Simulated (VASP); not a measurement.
A run of VASP 6.6.1:

File INCAR:

```
SYSTEM = LiF
PREC     = Accurate       ! precision mode
ENCUT    = 600            ! plane-wave cutoff, eV
EDIFF    = 1E-7           ! SCF threshold, eV
ISMEAR   = -1             ! smearing method
SIGMA    = 0.05           ! smearing width, eV
LREAL    = .FALSE.        ! projectors in reciprocal space
LASPH    = .TRUE.         ! aspherical terms in the spheres
NELM     = 100            ! most SCF steps
ALGO     = Normal         ! electronic algorithm
ISIF     = 3              ! what is computed and relaxed
LWAVE    = .FALSE.        ! write WAVECAR
LCHARG   = .FALSE.        ! write CHGCAR
GGA      = RP             ! functional
IVDW     = 13             ! dispersion correction
IBRION   = 2              ! ionic algorithm
NSW      = 80             ! ionic steps
EDIFFG   = -0.005         ! ionic threshold
```

The input KPOINTS:

```
regular mesh
0
G
  10 10 10
  0 0 0
```

The input POSCAR:

```
LiF
1.0
    2.5595330000      0.0000000000      0.0000000000
    0.0000000000      2.5595330000      0.0000000000
    0.0000000000      0.0000000000      2.5595330000
F Li
1 1
Direct
    0.5000000000      0.5000000000      0.5000000000
    0.0000000000      0.0000000000      0.0000000000
```

Potentials or basis: VASP PAW PBE potentials, release 64 (F, Li_sv).

Launch:

```bash
$ cat potpaw_PBE.64/F/POTCAR potpaw_PBE.64/Li_sv/POTCAR > POTCAR
$ mpirun -np 1 vasp_std > vasp.out
```

Hardware: 1 thread of Intel(R) Xeon(R) Platinum 8259CL CPU @ 2.50GHz (Skylake/Cascade Lake), on a shared host.

**Question.** How long does it take, and how much memory?

**Answer.** Wall time 23 s on 1 thread of Intel(R) Xeon(R) Platinum 8259CL CPU @ 2.50GHz (Skylake/Cascade Lake), on a shared host, peak memory 0.12 GiB. Counts: scf iterations 23, k points 56, ion steps 3.
